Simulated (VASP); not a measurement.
# SiC (Moissanite) (P6_3mc) in VASP: a series of runs, part 2 of 2

VASP 6.6.1.

### Step 4. Single point, BLYP+D4

Input file INCAR:

```
  AGGAC = 1.0
  AGGAX = 1.0
  ALDAC = 0.0
  ALDAX = 1.0
  ALGO = Normal
  EDIFF = 1E-6
  ENCUT = 520
  GGA = B5
  ISIF = 2
  ISMEAR = -1
  IVDW = 13
  LASPH = T
  LCHARG = T
  LELF = T
  LREAL = F
  LVHAR = T
  LWAVE = F
  NBANDS = 16
  NELM = 100
  PREC = Accurate
  SIGMA = 0.05
  VDW_A1 = 0.44488865
  VDW_A2 = 4.0933009
  VDW_S6 = 1.0
  VDW_S8 = 2.34076671
```

Input file KPOINTS:

```
k-points
0
Gamma
  10 10 5
```

Input file POSCAR:

```
SiC
1.0
    3.0553550827      0.0000000000      0.0000000000
   -1.5276775413      2.6460151191      0.0000000000
    0.0000000000      0.0000000000      5.0141197845
Si C
2 2
Direct
    0.6666666667      0.3333333333      0.5000000000
    0.3333333333      0.6666666667      0.0000000000
    0.6666666667      0.3333333333      0.8850000000
    0.3333333333      0.6666666667      0.3850000000
```

Command:

```sh
> cat potpaw_PBE.64/Si/POTCAR potpaw_PBE.64/C/POTCAR > POTCAR
> mpirun -np 1 vasp_std > vasp.out
```

Wall time 20 s (1 thread of Intel Xeon Platinum 8488C (Sapphire Rapids), shared host); peak memory 0.16 GiB.

The run converged. Its results:

| Property | Result |
| --- | --- |
| Free energy | -29.7780 eV |
| Pressure | 4.6 GPa |
| Largest force | 0.775 eV/Å |
| Band gap on the k mesh | 2.80 eV, indirect (least direct gap 4.39 eV) |
| Dispersion energy per atom | -0.651 eV |

Forces on the atoms (eV/Å):
```
Si   0.000  0.000  0.775
Si   0.000  0.000  0.775
C    0.000  0.000 -0.775
C    0.000  0.000 -0.775
```

Stress tensor (GPa, compression positive):
```
5.97 0.00 0.00
0.00 5.97 0.00
0.00 0.00 1.87
```

Levels at points of the mesh, in eV from the valence-band top:
```csv
k point,band 5,band 6,band 7,band 8,band 9,band 10,band 11,band 12
"(0.00, 0.00, 0.00)",-1.56,-0.28,-0.28,0.00,4.94,6.39,6.73,6.73
"(0.50, 0.00, 0.00)",-5.39,-3.54,-3.19,-1.49,2.89,4.45,7.05,7.47
```

Caveat: the PAW data sets were made with another functional, which shifts forces and pressure a little. Expect the measured gap to be larger: semilocal functionals such as BLYP lack the derivative discontinuity.

### Step 5. Single point, RPBE+D4

This run uses another cell than the first one, of 10.19 Å³/atom, 1.004 times its volume.

Input file INCAR:

```
PREC = Accurate
ENCUT = 520
EDIFF = 1E-7
ISMEAR = -1
SIGMA = 0.05
LREAL = False
LASPH = True
NELM = 80
ALGO = Normal
ISIF = 2
LWAVE = False
LCHARG = False
GGA = RP
IVDW = 13
NBANDS = 16
```

Input file KPOINTS:

```
Automatic mesh
0
Gamma
  10 10 5
```

Input file POSCAR:

```
SiC
1.0
    3.0603246238      0.0000000000      0.0000000000
   -1.5301623119      2.6503188680      0.0000000000
    0.0000000000      0.0000000000      5.0239636940
Si C
2 2
Direct
    0.6666666667      0.3333333333      0.5046777311
    0.3333333333      0.6666666667      0.0046777311
    0.6666666667      0.3333333333      0.8803222689
    0.3333333333      0.6666666667      0.3803222689
```

Command:

```sh
> cat potpaw_PBE.64/Si/POTCAR potpaw_PBE.64/C/POTCAR > POTCAR
> mpirun -np 1 vasp_std > vasp.out
```

Run time: 15 s. Hardware: 1 thread of Intel Xeon Platinum 8488C (Sapphire Rapids), shared host; peak memory 0.16 GiB.

It converged, with:

| Quantity | Value |
| --- | --- |
| Free energy | -31.4785 eV |
| Pressure | -0.6 GPa |
| Band gap on the k mesh | 2.44 eV, indirect (least direct gap 4.03 eV) |
| Dispersion energy per atom | -0.724 eV |

Levels at points of the mesh, in eV from the valence-band top:
```csv
k point,band 4,band 5,band 6,band 7,band 8,band 9,band 10,band 11,band 12,band 13
"(0.00, 0.00, 0.00)",-1.32,-1.32,-0.12,0.00,0.00,4.97,6.39,6.80,6.80,7.92
"(0.50, 0.00, 0.00)",-6.32,-5.48,-3.34,-3.32,-1.19,2.84,4.25,7.04,7.20,10.25
```

Caveat: the PAW data sets were made with another functional, which shifts forces and pressure a little. A k mesh can miss the band edges.

### Step 6. Single point, BLYP+D4

This run uses another cell than the first one, of 10.34 Å³/atom, 1.019 times its volume.

Input file INCAR:

```
SYSTEM = SiC
AGGAC = 1.0 ; AGGAX = 1.0
ALDAC = 0.0 ; ALDAX = 1.0
ALGO = Normal ; EDIFF = 1E-7
ENCUT = 520 ; GGA = B5
ISIF = 2 ; ISMEAR = -1
IVDW = 13 ; LASPH = .True.
LCHARG = .False. ; LREAL = .False.
LWAVE = .False. ; NBANDS = 16
NELM = 60 ; PREC = Accurate
SIGMA = 0.05 ; VDW_A1 = 0.44488865
VDW_A2 = 4.0933009 ; VDW_S6 = 1.0
VDW_S8 = 2.34076671
```

Input file KPOINTS:

```
k-points
0
Gamma
  10 10 5
  0 0 0
```

Input file POSCAR:

```
SiC
1.0
    3.0760000000      0.0000000000      0.0000000000
   -1.5380000000      2.6638941420      0.0000000000
    0.0000000000      0.0000000000      5.0480000000
Si C
2 2
Direct
    0.6666666667      0.3333333333      0.5000000000
    0.3333333333      0.6666666667      0.0000000000
    0.6666666667      0.3333333333      0.8850000000
    0.3333333333      0.6666666667      0.3850000000
```

Potentials or basis: VASP PAW PBE potentials, release 64 (Si, C).

Command:

```sh
> cat potpaw_PBE.64/Si/POTCAR potpaw_PBE.64/C/POTCAR > POTCAR
> mpirun -np 1 vasp_std > vasp.out
```

It took 22 s on 1 thread of Intel Xeon Platinum 8488C (Sapphire Rapids), shared host; peak memory 0.16 GiB.

It converged, with:

```yaml
Free_energy: -29.7904 eV
Pressure: 0.2 GPa
Largest_force: 0.740 eV/Å
Band_gap_on_the_k_mesh: 2.83 eV, indirect (least direct gap 4.34 eV)
Dispersion_energy_per_atom: -0.640 eV
```

Forces in eV/Å, atoms in the order of the input:
```
Si   0.000  0.000  0.740
Si   0.000  0.000  0.740
C    0.000  0.000 -0.740
C    0.000  0.000 -0.740
```

Stress tensor (GPa, compression positive):
```
 1.25  0.00  0.00
 0.00  1.25  0.00
 0.00  0.00 -2.00
```

Levels at points of the mesh, in eV from the valence-band top:
```
           k point  band 6  band 7  band 8  band 9  band 10  band 11
(0.00, 0.00, 0.00)   -0.29   -0.29    0.00    4.76     6.18     6.61
(0.50, 0.00, 0.00)   -3.50   -3.13   -1.49    2.85     4.43     6.89
```

Caveat: the PAW data sets were made with another functional, which shifts forces and pressure a little.

### Step 7. Overview

```tsv
level	potentials or basis	cell	gap on the mesh (eV)	pressure (GPa)	largest force (eV/Å)
LDA	VASP PAW LDA potentials, release 64 (Si, C)	a = 3.056, b = 3.056, c = 5.016 Å, angles 90.0, 90.0, 120.0°, 4 atoms	2.28	0.4	-
BLYP+D4	VASP PAW PBE potentials, release 64 (Si, C)	a = 3.034, b = 3.034, c = 4.980 Å, angles 90.0, 90.0, 120.0°, 4 atoms	2.77	9.5	0.81
BLYP+D4	VASP PAW PBE potentials, release 64 (Si, C)	a = 3.055, b = 3.055, c = 5.014 Å, angles 90.0, 90.0, 120.0°, 4 atoms	2.80	4.6	0.78
RPBE+D4	VASP PAW PBE potentials, release 64 (Si, C)	a = 3.060, b = 3.060, c = 5.024 Å, angles 90.0, 90.0, 120.0°, 4 atoms	2.44	-0.6	-
BLYP+D4	VASP PAW PBE potentials, release 64 (Si, C)	a = 3.076, b = 3.076, c = 5.048 Å, angles 90.0, 90.0, 120.0°, 4 atoms	2.83	0.2	0.74
```

Alike in all rows: task single point; no spin polarisation; k mesh 10 × 10 × 5; cutoff (eV) 520; smearing fermi-dirac 0.05 eV.

Caveats: the PAW data sets were made with another functional, which shifts forces and pressure a little (some runs).

Absolute energies hang on the potentials; compare differences alone.
